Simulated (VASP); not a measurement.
Write the native input for VASP 6.6.1 that does the following.

| Quantity | Value |
| --- | --- |
| Task | single point |
| Functional | PBE |
| Dispersion | D3(BJ) |
| Potentials or basis | VASP PAW PBE potentials, release 64 (Zr_sv, O) |
| Cutoff | 600 eV |
| k mesh | 8 × 8 × 8 |
| Occupations | gaussian, width 0.02 eV |
| Spin | no spin polarisation |
| Dipole correction | no |
| Further INCAR settings | ALGO = Normal; EDIFF = 1e-06; NBANDS = 19 |

The structure of ZrO2 lies in POSCAR:

```
ZrO2
1.0
    0.0000000000      2.5438274420      2.5438274420
    2.5438274420      0.0000000000      2.5438274420
    2.5438274420      2.5438274420      0.0000000000
Zr O
1 2
Direct
    0.0000000000      0.0000000000      0.0000000000
    0.2500000000      0.2500000000      0.2500000000
    0.7500000000      0.7500000000      0.7500000000
```

The input as run:

INCAR

```
SYSTEM = ZrO2
PREC = Accurate ; ENCUT = 600
EDIFF = 1E-6 ; ISMEAR = 0
SIGMA = 0.02 ; LREAL = .False.
LASPH = .True. ; NELM = 120
ALGO = Normal ; ISIF = 2
LWAVE = .False. ; LCHARG = .True.
GGA = PE ; IVDW = 12
LELF = .True. ; LVHAR = .True.
NBANDS = 19 ; GGA_COMPAT = .False.
```

KPOINTS

```
regular mesh
0
Gamma
  8 8 8
  0 0 0
```

Potentials or basis: VASP PAW PBE potentials, release 64 (Zr_sv, O).

The run is started by

```bash
$ cat potpaw_PBE.64/Zr_sv/POTCAR potpaw_PBE.64/O/POTCAR > POTCAR
$ mpirun -np 1 vasp_std > vasp.out
```

Results of the run:

```json
{
  "Pressure": "0.1 GPa",
  "Band gap on the k mesh": "3.36 eV (least direct gap 3.80 eV)",
  "Dispersion energy per atom": "-0.267 eV"
}
```

It took 49 s on 1 thread of Intel Xeon 8259CL, on a shared host, peak memory 0.19 GiB.
